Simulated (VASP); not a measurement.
# Zn36O35 (a cell with a defect) in VASP: notebook

Zn36O35 (a cell with a defect) is run at these levels: PBE; tasks: single point.

All numbers are computed with VASP 6.6.1; they aren't measurements. Logs are shortened: lines on timing, memory, paths and dates and some standing lists are left out, and cuts for length are marked.

### Step 1. The cell of the first run

The cell holds a defect, 71 atoms: a = 9.838 Å, b = 9.838 Å, c = 10.586 Å, α = 90.00°, β = 90.00°, γ = 120.00°.

### Step 2. Single point, PBE (atoms taken out, then relaxed in part)

INCAR reads:

```
PREC     = Accurate       # precision mode
ENCUT    = 520            # plane-wave cutoff, eV
EDIFF    = 1E-6           # SCF threshold, eV
ISMEAR   = 0              # smearing method
SIGMA    = 0.01           # smearing width, eV
LREAL    = Auto         
LASPH    = True           # aspherical terms in the spheres
NELM     = 80             # most SCF steps
ALGO     = Normal         # electronic algorithm
ISIF     = 2              # what is computed and relaxed
LWAVE    = False          # write WAVECAR
LCHARG   = False          # write CHGCAR
GGA      = PE             # functional
NBANDS   = 362            # bands
```

KPOINTS reads:

```
Automatic mesh
0
Gamma
  1 1 1
```

POSCAR reads:

```
Zn36O35
1.0
    9.8381723382     -0.0000000001      0.0000000000
   -4.9190861692     -8.5201071717      0.0000000000
    0.0000000000      0.0000000000    -10.5864663484
Zn O
36 35
Direct
    0.1111111111      0.5555555556      0.2462870993
    0.1111111111      0.5555555556      0.7481324544
    0.4456235632      0.5564585189      0.2501257797
    0.4441067871      0.5553888905      0.7494893809
    0.1102081477      0.2210431034      0.2501257797
    0.1112777762      0.2225598795      0.7494893809
    0.7775016224      0.5564585189      0.2501257797
    0.7779487700      0.5553888905      0.7494893809
    0.4444444444      0.2222222222      0.2495771154
    0.4444444444      0.2222222222      0.7498313221
    0.1102081477      0.8891650443      0.2501257797
    0.1112777762      0.8887178967      0.7494893809
    0.7775016224      0.2210431034      0.2501257797
    0.7779487700      0.2225598795      0.7494893809
    0.4456235632      0.8891650443      0.2501257797
    0.4441067871      0.8887178967      0.7494893809
    0.7777777778      0.8888888889      0.2500056913
    0.7777777778      0.8888888889      0.7490670235
    0.8891967234      0.4445983617      0.4979302915
    0.8905663498      0.4452831749      1.0008187870
    0.2220683050      0.4445983617      0.4979302915
    0.2213834918      0.4452831749      1.0008187870
    0.8889682878      0.1112699089      0.5002399906
    0.8885836928      0.1105007189      0.9984397312
    0.5554203634      0.4441740602      0.4999751863
    0.5557067300      0.4447467934      0.9998176275
    0.2224926064      0.1112463032      0.4999751863
    0.2219198733      0.1109599367      0.9998176275
    0.8889682878      0.7776983789      0.5002399906
    0.8885836928      0.7780829739      0.9984397312
    0.5554203634      0.1112463032      0.4999751863
    0.5557067300      0.1109599367      0.9998176275
    0.2220683050      0.7774699433      0.4979302915
    0.2213834918      0.7761003168      1.0008187870
    0.5553967578      0.7776983789      0.5002399906
    0.5561659477      0.7780829739      0.9984397312
    0.1111111111      0.5555555556      0.5597854653
    0.4416941544      0.5554184477      0.0603076207
    0.4433211979      0.5548624621      0.5602690974
    0.1112482190      0.2249725122      0.0603076207
    0.1118042045      0.2233454687      0.5602690974
    0.7803909599      0.5554184477      0.0603076207
    0.7782079308      0.5548624621      0.5602690974
    0.4444444444      0.2222222222      0.0601210468
    0.4444444444      0.2222222222      0.5607189996
    0.1112482190      0.8862757067      0.0603076207
    0.1118042045      0.8884587358      0.5602690974
    0.7803909599      0.2249725122      0.0603076207
    0.7782079308      0.2233454687      0.5602690974
    0.4416941544      0.8862757067      0.0603076207
    0.4433211979      0.8884587358      0.5602690974
    0.7777777778      0.8888888889      0.0604168748
    0.7777777778      0.8888888889      0.5601998386
    0.8917757227      0.4458878614      0.3069178492
    0.8908261119      0.4454130559      0.8136877843
    0.2207788053      0.4458878614      0.3069178492
    0.2212536107      0.4454130559      0.8136877843
    0.8888560473      0.1110454279      0.3107584046
    0.8890145004      0.1113623341      0.8098772845
    0.5555993321      0.4445319975      0.3102289644
    0.5557224784      0.4447782902      0.8109676291
    0.2221346691      0.1110673346      0.3102289644
    0.2218883765      0.1109441883      0.8109676291
    0.8888560473      0.7778106194      0.3107584046
    0.8890145004      0.7776521663      0.8098772845
    0.5555993321      0.1110673346      0.3102289644
    0.5557224784      0.1109441883      0.8109676291
    0.2207788053      0.7748909439      0.3069178492
    0.2212536107      0.7758405548      0.8136877843
    0.5556212388      0.7778106194      0.3107584046
    0.5553043325      0.7776521663      0.8098772845
```

Potentials or basis: VASP PAW PBE potentials, release 64 (Zn, O).

Started as:

```console
> cat potpaw_PBE.64/Zn/POTCAR potpaw_PBE.64/O/POTCAR > POTCAR
> mpirun -np 1 vasp_gam > vasp.out
```

OUTCAR:

```text
PREC = Accurate
   ENCUT = 520
   EDIFF = 1E-6
   ISMEAR = 0
   LREAL = Auto
   LASPH = True
   NELM = 80
   ISIF = 2
   GGA = PE

 ion  position               nearest neighbor table
   1  0.111  0.556  0.246-  68 1.98  54 1.98  56 1.98
   2  0.111  0.556  0.748-  37 1.99  55 2.00  69 2.00  57 2.00
   3  0.446  0.556  0.250-  70 1.99  60 1.99  56 2.01  38 2.01
   4  0.444  0.555  0.749-  71 2.00  61 2.00  39 2.00  57 2.02
   5  0.110  0.221  0.250-  58 1.99  62 1.99  56 2.01  40 2.01
   6  0.111  0.223  0.749-  59 2.00  63 2.00  41 2.00  57 2.02
   7  0.778  0.556  0.250-  64 1.99  60 1.99  54 2.01  42 2.01
[... 62 lines left out ...]
  70  0.556  0.778  0.311-  15 1.99   3 1.99  17 2.00  35 2.01
  71  0.555  0.778  0.810-  36 2.00  16 2.00   4 2.00  18 2.00

  LATTYP: Found a hexagonal cell.
 ALAT       =     9.8381723382
 C/A-ratio  =     1.0760602665

  Lattice vectors:

 A1 = (   9.8381723382,  -0.0000000001,   0.0000000000)
 A2 = (  -4.9190861692,  -8.5201071717,   0.0000000000)
 A3 = (   0.0000000000,   0.0000000000, -10.5864663484)

Analysis of symmetry for initial positions (statically):
=====================================================================
 Subroutine PRICEL returns:
 Original cell was already a primitive cell.

 Routine SETGRP: Setting up the symmetry group for a
 hexagonal supercell.

 Subroutine GETGRP returns: Found  6 space group operations
 (whereof  2 operations were pure point group operations)
 out of a pool of 24 trial point group operations.

The static configuration has the point symmetry C_1h.
 The point group associated with its full space group is C_3v.

Analysis of symmetry for dynamics (positions and initial velocities):
=====================================================================
 Subroutine PRICEL returns:
 Original cell was already a primitive cell.

 Routine SETGRP: Setting up the symmetry group for a
 hexagonal supercell.

 Subroutine GETGRP returns: Found  6 space group operations
 (whereof  2 operations were pure point group operations)
 out of a pool of 24 trial point group operations.

The dynamic configuration has the point symmetry C_1h.
 The point group associated with its full space group is C_3v.

 Subroutine INISYM returns: Found  6 space group operations
 (whereof  2 operations are pure point group operations),
 and found     1 'primitive' translations

----------------------------------------------------------------------------------------

                                     Primitive cell

  volume of cell :     887.3818

  direct lattice vectors                    reciprocal lattice vectors
     9.838172338 -0.000000000  0.000000000     0.101644896 -0.058684708  0.000000000
    -4.919086169 -8.520107172  0.000000000    -0.000000000 -0.117369416  0.000000000
     0.000000000  0.000000000-10.586466348     0.000000000  0.000000000 -0.094460226

  length of vectors
     9.838172338  9.838172338 10.586466348     0.117369416  0.117369416  0.094460226

  position of ions in fractional coordinates (direct lattice)
     0.111111111  0.555555556  0.246287099
     0.111111111  0.555555556  0.748132454
     0.445623563  0.556458519  0.250125780
     0.444106787  0.555388890  0.749489381
     0.110208148  0.221043103  0.250125780
     0.111277776  0.222559879  0.749489381
[... 63 lines left out ...]
     0.555621239  0.777810619  0.310758405
     0.555304333  0.777652166  0.809877284

  ion indices of the primitive-cell ions
   primitive index   ion index
                 1           1
                 2           2
                 3           3
                 4           4
                 5           5
                 6           6
[... 63 lines left out ...]
                70          70
                71          71

----------------------------------------------------------------------------------------

 KPOINTS: Automatic mesh

Automatic generation of k-mesh.
 Grid dimensions read from file:
 generate k-points for:    1    1    1

 Generating k-lattice:

  Cartesian coordinates                     Fractional coordinates (reciprocal lattice)
     0.101644896 -0.058684708  0.000000000     1.000000000  0.000000000  0.000000000
    -0.000000000 -0.117369416  0.000000000     0.000000000  1.000000000  0.000000000
     0.000000000  0.000000000 -0.094460226     0.000000000  0.000000000  1.000000000

  Length of vectors
     0.117369416  0.117369416  0.094460226

  Shift w.r.t. Gamma in fractional coordinates (k-lattice)
     0.000000000  0.000000000  0.000000000

 Subroutine IBZKPT returns following result:
 ===========================================

 Found      1 irreducible k-points:

 Following reciprocal coordinates:
            Coordinates               Weight
  0.000000  0.000000  0.000000      1.000000
   k-points           NKPTS =      1   k-points in BZ     NKDIM =      1   number of bands    NBANDS=    362
   number of dos      NEDOS =    301   number of ions     NIONS =     71
   total plane-waves  NPLWV = 512000
   dimension x,y,z NGX =    80 NGY =   80 NGZ =   80
   dimension x,y,z NGXF=   160 NGYF=  160 NGZF=  160
   ions per type =              36  35
   NGX,Y,Z   is equivalent  to a cutoff of  13.52, 13.52, 12.56 a.u.
   NGXF,Y,Z  is equivalent  to a cutoff of  27.04, 27.04, 25.13 a.u.
 SYSTEM =  unknown system
   PREC   = accura    normal or accurate (medium, high low for compatibility)
   ISTART =      0    job   : 0-new  1-cont  2-samecut
   ICHARG =      2    charge: 1-file 2-atom 10-const
   ISPIN  =      1    spin polarized calculation?
   LNONCOLLINEAR =      F non collinear calculations
   LSORBIT =      F    spin-orbit coupling
   LASPH  =      T    aspherical Exc in radial PAW
   ENCUT  =  520.0 eV  38.22 Ry    6.18 a.u.  18.29 18.29 19.68*2*pi/ulx,y,z
   NELM   =     80;   NELMIN=  2; NELMDL= -5     # of ELM steps
   EDIFF  = 0.1E-05   stopping-criterion for ELM
   LREAL  =      T    real-space projection
   EDIFFG = 0.1E-04   stopping-criterion for IOM
   NSW    =      0    number of steps for IOM
   IBRION =     -1    ionic relax: 0-MD 1-quasi-New 2-CG
   NFREE  =      0    steps in history (QN), initial steepest desc. (CG)
   ISIF   =      2    stress and relaxation
   ISYM   =      2    0-nonsym 1-usesym 2-fastsym
   POTIM  = 0.5000    time-step for ionic-motion
   TEBEG  =    0.0;   TEEND  =   0.0 temperature during run
   PSTRESS=    0.0 pullay stress
   NELECT =     642.0000    total number of electrons
   NUPDOWN=      -1.0000    fix difference up-down
   EMIN   =  10.00;   EMAX   =-10.00  energy-range for DOS
   EFERMI =   0.00;   METHOD = LEGACY
   ISMEAR =     0;   SIGMA  =   0.01  broadening in eV -4-tet -1-fermi 0-gaus
   EFERMI_NEDOS =   21; number of points for ismear=-14 and -15
   IALGO  =     38    algorithm
   IMIX   =      4    mixing-type and parameters
     AMIX     =   0.40;   BMIX     =  1.00
     AMIX_MAG =   1.60;   BMIX_MAG =  1.00
  volume/ion in A,a.u.               =      12.50        84.34
  Fermi-wavevector in a.u.,A,eV,Ry     =   1.469658  2.777251 29.387158  2.159895
  Thomas-Fermi vector in A             =   2.585009
   LORBIT       =      0    0 simple, 1 ext, 2 COOP (PROOUT), +10 PAW based schemes
   GGA     = PE    functional components
   LHFCALC =     F    Hartree Fock is set to
   AEXX    =    0.0000 exact exchange contribution
   IVDW    =     0    specifies the selected vdW correction
   LEPSILON=     F    determine dielectric tensor
   LRPA    =     F    only Hartree local field effects (RPA)
 non-spin polarized calculation
 Gauss-broadening in eV      SIGMA  =   0.01
  energy-cutoff  :      520.00
  volume of cell :      887.38
 maximum number of plane-waves:     11978
 NGX is ok and might be reduce to    80
   NGX = 37   NGY = 37   NGZ = 39

 number of electron     642.0000199 magnetization

 Free energy of the ion-electron system (eV)
  ---------------------------------------------------
  ext. energy  EPLUGINS =         0.00000000
  ---------------------------------------------------
  free energy    TOTEN  =      -311.70108316 eV

  energy without entropy =     -311.70108316  energy(sigma->0) =     -311.70108316

 E-fermi :   0.9031     XC(G=0): -10.6843

 val. band max:        0.8553407112   @ k =   0.0000   0.0000   0.0000
 cond. band min:       2.3898254304   @ k =   0.0000   0.0000   0.0000
 fundamental gap:      1.5344847191
 Fermi energy:         0.9031459401

 k-point     1 :       0.0000    0.0000    0.0000
  band No.  band energies     occupation
      1     -16.9221      2.00000
      2     -16.6207      2.00000
      3     -16.5994      2.00000
      4     -16.5481      2.00000
      5     -16.5481      2.00000
      6     -16.4985      2.00000
[... 325 lines left out ...]
    332       5.6805      0.00000
    333       5.6805      0.00000
 [bands above 333 left out]

------------------------ aborting loop because EDIFF is reached ----------------------------------------

  FORCE on cell =-STRESS in cart. coord.  units (eV):
  Direction    XX          YY          ZZ          XY          YZ          ZX
  --------------------------------------------------------------------------------------
  -------------------------------------------------------------------------------------
  Total        6.6959478      6.6959478      2.4958610      0.0000000      0.0000000     -0.0000000
  in kB       12.0896057     12.0896057      4.5063038      0.0000000      0.0000000     -0.0000000
  external PRESSURE =       9.5618384 kB  Pullay stress =       0.0000000 kB

 VOLUME and BASIS-vectors are now :
 -----------------------------------------------------------------------------
  energy-cutoff  :      520.00
  volume of cell :      887.38
      direct lattice vectors                 reciprocal lattice vectors
     9.838172338 -0.000000000  0.000000000     0.101644896 -0.058684708  0.000000000
    -4.919086169 -8.520107172  0.000000000    -0.000000000 -0.117369416  0.000000000
     0.000000000  0.000000000-10.586466348     0.000000000  0.000000000 -0.094460226

 POSITION                                       TOTAL-FORCE (eV/Angst)
 -----------------------------------------------------------------------------------
     -1.63970     -4.73339     -2.60731        -0.000000      0.000000      0.055768
     -1.63970     -4.73339     -7.92008        -0.000000      0.000000      0.004275
      1.64685     -4.74109     -2.64795        -0.001426      0.003775      0.002440
      1.63719     -4.73197     -7.93444        -0.000712      0.004415      0.000581
     -0.00308     -1.88331     -2.64795         0.002556     -0.003122      0.002440
     -0.00002     -1.89623     -7.93444         0.003468     -0.002824      0.000581
[... 63 lines left out ...]
      1.64018     -6.62703     -3.28983        -0.001674      0.000966      0.001077
      1.63784     -6.62568     -8.57374        -0.001000      0.000577      0.001988
 -----------------------------------------------------------------------------------
    total drift:                                0.000396     -0.000228     -0.020326

  FREE ENERGIE OF THE ION-ELECTRON SYSTEM (eV)
  ---------------------------------------------------
  free  energy   TOTEN  =      -311.7010831570 eV

  energy  without entropy=     -311.7010831570  energy(sigma->0) =     -311.70108316
```

It took 24 min on 1 thread of Oxide Virtual Turin-like, shared host; peak memory 0.93 GiB.

Results:

- Free energy: -311.7011 eV
- Pressure: 1.0 GPa
- Largest force: 0.056 eV/Å
- Band gap on the k mesh: 1.53 eV

Forces in eV/Å, atoms in the order of the input:
```
Zn   0.000  0.000  0.056
Zn   0.000  0.000  0.004
Zn  -0.001  0.004  0.002
Zn  -0.001  0.004  0.001
Zn   0.003 -0.003  0.002
Zn   0.003 -0.003  0.001
Zn   0.001  0.004  0.002
Zn   0.001  0.004  0.001
Zn   0.000  0.000 -0.002
Zn   0.000  0.000 -0.002
Zn   0.004 -0.001  0.002
Zn   0.004 -0.002  0.001
Zn  -0.003 -0.003  0.002
Zn  -0.003 -0.003  0.001
Zn  -0.004 -0.001  0.002
Zn  -0.004 -0.002  0.001
Zn   0.000  0.000  0.001
Zn   0.000  0.000 -0.004
Zn   0.000  0.000  0.000
Zn   0.038 -0.022 -0.017
Zn   0.000  0.000  0.000
Zn  -0.038 -0.022 -0.017
Zn   0.000 -0.002 -0.003
Zn   0.000 -0.002 -0.003
Zn   0.000 -0.003 -0.001
Zn   0.000 -0.006 -0.006
Zn  -0.002  0.001 -0.001
Zn  -0.006  0.003 -0.006
Zn   0.002  0.001 -0.003
Zn   0.002  0.001 -0.003
Zn   0.002  0.001 -0.001
Zn   0.006  0.003 -0.006
Zn   0.000  0.000  0.000
Zn   0.000  0.044 -0.017
Zn  -0.002  0.001 -0.003
Zn  -0.002  0.001 -0.003
O    0.000  0.000  0.001
O    0.009 -0.008 -0.009
O    0.000  0.000  0.000
O   -0.002  0.011 -0.009
O    0.000  0.000  0.000
O   -0.009 -0.008 -0.009
O    0.000  0.000  0.000
O    0.000  0.000 -0.002
O    0.000  0.000  0.000
O   -0.011 -0.004 -0.009
O    0.000  0.000  0.000
O    0.002  0.011 -0.009
O    0.000  0.000  0.000
O    0.011 -0.004 -0.009
O    0.000  0.000  0.000
O    0.000  0.000 -0.007
O    0.000  0.000  0.003
O   -0.011  0.007  0.007
O    0.003 -0.002  0.013
O    0.011  0.007  0.007
O   -0.003 -0.002  0.013
O    0.000 -0.002  0.001
O    0.000 -0.001  0.002
O    0.000  0.004  0.001
O    0.000  0.002  0.003
O    0.003 -0.002  0.001
O    0.002 -0.001  0.003
O    0.002  0.001  0.001
O    0.001  0.001  0.002
O   -0.003 -0.002  0.001
O   -0.002 -0.001  0.003
O    0.000 -0.013  0.007
O    0.000  0.004  0.013
O   -0.002  0.001  0.001
O   -0.001  0.001  0.002
```

Stress tensor (GPa, compression positive):
```
1.21 0.00 0.00
0.00 1.21 0.00
0.00 0.00 0.45
```

Caveat: the k points lie up to 0.74 Å⁻¹ apart; the cell differs from its parent crystal (atoms taken out, then relaxed in part).

(Part 1 of 2 ends here.)
